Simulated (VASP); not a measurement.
# Cu (Fm-3m) in VASP: a series of runs

The runs below take Cu through relaxation of cell and atoms, single point, with PBE.

Everything below comes from runs of VASP 6.6.1. Logs are shortened: lines on timing, memory, paths and dates and some standing lists are left out, and cuts for length are marked.

### Step 1. The cell of the first run

The structure is cubic, space group Fm-3m (No. 225). Conventional cell: a = 3.615 Å, b = 3.615 Å, c = 3.615 Å, α = 90.00°, β = 90.00°, γ = 90.00°. Cu (site symmetry m-3m) has 12 Cu at 2.56 Å within 3.4 Å.

### Step 2. Relaxation of cell and atoms, PBE

Input file INCAR:

```
SYSTEM = Cu
ALGO     = Normal         ! electronic algorithm
EDIFF    = 1E-6           ! SCF threshold, eV
EDIFFG   = -0.005         ! ionic threshold
ENCUT    = 600            ! plane-wave cutoff, eV
GGA      = PE             ! functional
IBRION   = 2              ! ionic algorithm
ISIF     = 3              ! what is computed and relaxed
ISMEAR   = 0              ! smearing method
LASPH    = .True.         ! aspherical terms in the spheres
LCHARG   = .False.        ! write CHGCAR
LREAL    = .False.        ! projectors in reciprocal space
LWAVE    = .False.        ! write WAVECAR
NELM     = 60             ! most SCF steps
NSW      = 100            ! ionic steps
PREC     = Accurate       ! precision mode
SIGMA    = 0.1            ! smearing width, eV
```

Input file KPOINTS:

```
k-points
0
Gamma
  20 20 20
  0 0 0
```

Input file POSCAR:

```
Cu
1.0
    0.0000000000      1.8075000000      1.8075000000
    1.8075000000      0.0000000000      1.8075000000
    1.8075000000      1.8075000000      0.0000000000
Cu
1
Direct
    0.0000000000      0.0000000000      0.0000000000
```

Potentials or basis: VASP PAW PBE potentials, release 64 (Cu).

Started as:

```bash
cat potpaw_PBE.64/Cu/POTCAR > POTCAR
mpirun -np 1 vasp_std > vasp.out
```

OUTCAR:

```text
SYSTEM = Cu
   EDIFF = 1E-6
   EDIFFG = -0.005
   ENCUT = 600
   GGA = PE
   IBRION = 2
   ISIF = 3
   ISMEAR = 0
   LASPH = .True.
   LREAL = .False.
   NELM = 60
   NSW = 100
   PREC = Accurate

 ion  position               nearest neighbor table
   1  0.000  0.000  0.000-

  LATTYP: Found a face centered cubic cell.
 ALAT       =     3.6150000000

  Lattice vectors:

 A1 = (   0.0000000000,   1.8075000000,   1.8075000000)
 A2 = (   1.8075000000,   0.0000000000,   1.8075000000)
 A3 = (   1.8075000000,   1.8075000000,   0.0000000000)

Analysis of symmetry for initial positions (statically):
=====================================================================
 Subroutine PRICEL returns:
 Original cell was already a primitive cell.

 Routine SETGRP: Setting up the symmetry group for a
 face centered cubic supercell.

 Subroutine GETGRP returns: Found 48 space group operations
 (whereof 48 operations were pure point group operations)
 out of a pool of 48 trial point group operations.

The static configuration has the point symmetry O_h .

Analysis of symmetry for dynamics (positions and initial velocities):
=====================================================================
 Subroutine PRICEL returns:
 Original cell was already a primitive cell.

 Routine SETGRP: Setting up the symmetry group for a
 face centered cubic supercell.

 Subroutine GETGRP returns: Found 48 space group operations
 (whereof 48 operations were pure point group operations)
 out of a pool of 48 trial point group operations.

The dynamic configuration has the point symmetry O_h .

 Subroutine INISYM returns: Found 48 space group operations
 (whereof 48 operations are pure point group operations),
 and found     1 'primitive' translations

----------------------------------------------------------------------------------------

                                     Primitive cell

  volume of cell :      11.8104

  direct lattice vectors                    reciprocal lattice vectors
     0.000000000  1.807500000  1.807500000    -0.276625173  0.276625173  0.276625173
     1.807500000  0.000000000  1.807500000     0.276625173 -0.276625173  0.276625173
     1.807500000  1.807500000  0.000000000     0.276625173  0.276625173 -0.276625173

  length of vectors
     2.556191014  2.556191014  2.556191014     0.479128854  0.479128854  0.479128854

  position of ions in fractional coordinates (direct lattice)
     0.000000000  0.000000000  0.000000000

  ion indices of the primitive-cell ions
   primitive index   ion index
                 1           1

----------------------------------------------------------------------------------------

 KPOINTS: k-points

Automatic generation of k-mesh.
 Grid dimensions read from file:
 generate k-points for:   20   20   20

 Generating k-lattice:

  Cartesian coordinates                     Fractional coordinates (reciprocal lattice)
    -0.013831259  0.013831259  0.013831259     0.050000000  0.000000000  0.000000000
     0.013831259 -0.013831259  0.013831259     0.000000000  0.050000000  0.000000000
     0.013831259  0.013831259 -0.013831259     0.000000000  0.000000000  0.050000000

  Length of vectors
     0.023956443  0.023956443  0.023956443

  Shift w.r.t. Gamma in fractional coordinates (k-lattice)
     0.000000000  0.000000000  0.000000000

 Subroutine IBZKPT returns following result:
 ===========================================

 Found    256 irreducible k-points:

 Following reciprocal coordinates:
            Coordinates               Weight
  0.000000  0.000000  0.000000      1.000000
  0.050000  0.000000  0.000000      8.000000
  0.100000  0.000000  0.000000      8.000000
  0.150000  0.000000  0.000000      8.000000
  0.200000  0.000000  0.000000      8.000000
  0.250000  0.000000  0.000000      8.000000
[... 16 lines left out ...]
 -0.400000  0.050000  0.000000     24.000000
 -0.350000  0.050000  0.000000     24.000000
 [... further k-points ...]
   k-points           NKPTS =    256   k-points in BZ     NKDIM =    256   number of bands    NBANDS=      9
   number of dos      NEDOS =    301   number of ions     NIONS =      1
   total plane-waves  NPLWV =   8000
   dimension x,y,z NGX =    20 NGY =   20 NGZ =   20
   dimension x,y,z NGXF=    40 NGYF=   40 NGZF=   40
   ions per type =               1
   NGX,Y,Z   is equivalent  to a cutoff of  13.01, 13.01, 13.01 a.u.
   NGXF,Y,Z  is equivalent  to a cutoff of  26.01, 26.01, 26.01 a.u.
 SYSTEM =  Cu
   PREC   = accura    normal or accurate (medium, high low for compatibility)
   ISTART =      0    job   : 0-new  1-cont  2-samecut
   ICHARG =      2    charge: 1-file 2-atom 10-const
   ISPIN  =      1    spin polarized calculation?
   LNONCOLLINEAR =      F non collinear calculations
   LSORBIT =      F    spin-orbit coupling
   LASPH  =      T    aspherical Exc in radial PAW
   ENCUT  =  600.0 eV  44.10 Ry    6.64 a.u.   5.11  5.11  5.11*2*pi/ulx,y,z
   NELM   =     60;   NELMIN=  2; NELMDL= -5     # of ELM steps
   EDIFF  = 0.1E-05   stopping-criterion for ELM
   LREAL  =      F    real-space projection
   EDIFFG = -.5E-02   stopping-criterion for IOM
   NSW    =    100    number of steps for IOM
   IBRION =      2    ionic relax: 0-MD 1-quasi-New 2-CG
   NFREE  =      1    steps in history (QN), initial steepest desc. (CG)
   ISIF   =      3    stress and relaxation
   ISYM   =      2    0-nonsym 1-usesym 2-fastsym
   POTIM  = 0.5000    time-step for ionic-motion
   TEBEG  =    0.0;   TEEND  =   0.0 temperature during run
   PSTRESS=    0.0 pullay stress
   NELECT =      11.0000    total number of electrons
   NUPDOWN=      -1.0000    fix difference up-down
   EMIN   =  10.00;   EMAX   =-10.00  energy-range for DOS
   EFERMI =   0.00;   METHOD = LEGACY
   ISMEAR =     0;   SIGMA  =   0.10  broadening in eV -4-tet -1-fermi 0-gaus
   EFERMI_NEDOS =   21; number of points for ismear=-14 and -15
   IALGO  =     38    algorithm
   IMIX   =      4    mixing-type and parameters
     AMIX     =   0.40;   BMIX     =  1.00
     AMIX_MAG =   1.60;   BMIX_MAG =  1.00
  volume/ion in A,a.u.               =      11.81        79.70
  Fermi-wavevector in a.u.,A,eV,Ry     =   1.598763  3.021224 34.777078  2.556043
  Thomas-Fermi vector in A             =   2.696162
   LORBIT       =      0    0 simple, 1 ext, 2 COOP (PROOUT), +10 PAW based schemes
   GGA     = PE    functional components
   LHFCALC =     F    Hartree Fock is set to
   AEXX    =    0.0000 exact exchange contribution
   IVDW    =     0    specifies the selected vdW correction
   LEPSILON=     F    determine dielectric tensor
   LRPA    =     F    only Hartree local field effects (RPA)
 conjugate gradient relaxation of ions
 non-spin polarized calculation
 Gauss-broadening in eV      SIGMA  =   0.10
  energy-cutoff  :      600.00
  volume of cell :       11.81
 maximum number of plane-waves:       411
   NGX = 11   NGY = 11   NGZ = 11

--------------------------------------- Ionic step        1  -------------------------------------------

 number of electron      11.0000001 magnetization

 Free energy of the ion-electron system (eV)
  ---------------------------------------------------
  ext. energy  EPLUGINS =         0.00000000
  ---------------------------------------------------
  free energy    TOTEN  =        -3.72809358 eV

  energy without entropy =       -3.72677909  energy(sigma->0) =       -3.72743633

------------------------ aborting loop because EDIFF is reached ----------------------------------------

  FORCE on cell =-STRESS in cart. coord.  units (eV):
  Direction    XX          YY          ZZ          XY          YZ          ZX
  --------------------------------------------------------------------------------------
  -------------------------------------------------------------------------------------
  Total        0.1748199      0.1748199      0.1748199     -0.0000000      0.0000000      0.0000000
  in kB       23.7157345     23.7157345     23.7157345     -0.0000000      0.0000000      0.0000000
  external PRESSURE =      23.7157345 kB  Pullay stress =       0.0000000 kB
[... 55 lines left out ...]
  energy  without entropy=       -3.7277720511  energy(sigma->0) =       -3.72844847

--------------------------------------- Ionic step        3  -------------------------------------------

 number of electron      10.9999996 magnetization

 Free energy of the ion-electron system (eV)
  ---------------------------------------------------
  ext. energy  EPLUGINS =         0.00000000
  ---------------------------------------------------
  free energy    TOTEN  =        -3.72951368 eV

  energy without entropy =       -3.72817396  energy(sigma->0) =       -3.72884382

 E-fermi :   7.3564     XC(G=0): -12.6308

 val. band max:        7.3357929224   @ k =   0.5000   0.2500   0.1000
 cond. band min:       7.4011678780   @ k =   0.5000   0.3500   0.1500
 fundamental gap:      0.0653749556
 Fermi energy:         7.3564125040

 k-point     1 :       0.0000    0.0000    0.0000
  band No.  band energies     occupation
      1      -1.8432      2.00000
      2       4.4070      2.00000
      3       4.4070      2.00000
      4       4.4070      2.00000
      5       5.2082      2.00000
      6       5.2082      2.00000
      7      29.8452      0.00000
      8      32.3625      0.00000
      9      32.3625      0.00000
[... 265 lines left out ...]
 k-point    24 :      -0.3500    0.0500    0.0000
  band No.  band energies     occupation
      1       1.9369      2.00000
      2       4.4329      2.00000
      3       4.4717      2.00000
      4       4.6091      2.00000
      5       5.5162      2.00000
      6       5.7936      2.00000
      7      14.5678      0.00000
      8      26.9874      0.00000
      9      29.3875      0.00000

 [... further k-points ...]
[... 5 lines left out ...]
  --------------------------------------------------------------------------------------
  -------------------------------------------------------------------------------------
  Total       -0.0032976     -0.0032976     -0.0032976      0.0000000      0.0000000     -0.0000000
  in kB       -0.4400422     -0.4400422     -0.4400422      0.0000000      0.0000000     -0.0000000
  external PRESSURE =      -0.4400422 kB  Pullay stress =       0.0000000 kB
[... 16 lines left out ...]
  FREE ENERGIE OF THE ION-ELECTRON SYSTEM (eV)
  ---------------------------------------------------
  free  energy   TOTEN  =        -3.7295136845 eV

  energy  without entropy=       -3.7281739568  energy(sigma->0) =       -3.72884382

 reached required accuracy - stopping structural energy minimisation
```

Wall time 21 s (1 thread of Intel Xeon 6975P-C (Granite Rapids), shared host); peak memory 0.15 GiB.

Results:

- Free energy: -3.7295 eV
- Relaxed volume: 12.01 Å³/atom
- Relaxed cell: a = 2.570 Å, b = 2.570 Å, c = 2.570 Å, α = 60.00°, β = 60.00°, γ = 60.00°
- Space group after relaxing (to 0.05 Å): Fm-3m (No. 225)
- Energy gained by relaxing: 1.4 meV/atom
- Ionic steps: 3
- Pressure after relaxing: 0.0 GPa

Step by step:
```
step  energy change (eV)  largest force (eV/Å)  pressure (GPa)  volume (Å³)
   1              0.0000                0.0000            2.37        11.81
   2             -0.0010                0.0000           -1.24        12.11
   3             -0.0014                0.0000           -0.04        12.01
```

Final structure:
```
Cu
1.0
     0.00000    1.81744    1.81744
     1.81744    0.00000    1.81744
     1.81744    1.81744    0.00000
Cu
1
Cartesian
  0.0000 0.0000 0.0000
```

PBE usually gives volumes a little too large and moduli too small. Zero-point motion and thermal expansion aren't in these numbers.

### Step 3. Single point, PBE

This run uses another cell than the first one, of 11.96 Å³/atom, 1.012 times its volume.

Input file INCAR:

```
SYSTEM = Cu
ALGO = Normal ; EDIFF = 1E-6
ENCUT = 520 ; GGA = PE
ISIF = 2 ; ISMEAR = 0
LASPH = .TRUE. ; LCHARG = .FALSE.
LREAL = .FALSE. ; LWAVE = .FALSE.
NBANDS = 12 ; NELM = 100
PREC = Accurate ; SIGMA = 0.1
```

Input file KPOINTS:

```
k-points
0
G
  20 20 20
  0 0 0
```

Input file POSCAR:

```
Cu
1.0
    0.0000000000      1.8148741277      1.8148741277
    1.8148741277      0.0000000000      1.8148741277
    1.8148741277      1.8148741277      0.0000000000
Cu
1
Direct
    0.0000000000      0.0000000000      0.0000000000
```

Potentials or basis: VASP PAW PBE potentials, release 64 (Cu).

Started as:

```bash
cat potpaw_PBE.64/Cu/POTCAR > POTCAR
mpirun -np 1 vasp_std > vasp.out
```

Wall time 23 s (1 thread of Intel Xeon Platinum 8259CL at 2.50GHz (Skylake/Cascade Lake), shared host); peak memory 0.15 GiB.

The run converged. Its results:

| Quantity | Value |
| --- | --- |
| Free energy | -3.7294 eV |
| Pressure | 0.6 GPa |

Levels at points of the mesh, in eV from the Fermi level:
| k point | band 4 | band 5 | band 6 | band 7 | band 8 | band 9 |
| --- | --- | --- | --- | --- | --- | --- |
| (0.00, 0.00, 0.00) | -2.96 | -2.16 | -2.16 | 22.52 | 25.07 | 25.07 |
| (0.50, 0.00, 0.00) | -1.60 | -1.60 | -0.94 | 3.72 | 21.02 | 21.91 |
| (0.50, 0.50, 0.00) | -1.46 | -1.46 | 1.53 | 7.06 | 13.01 | 13.01 |
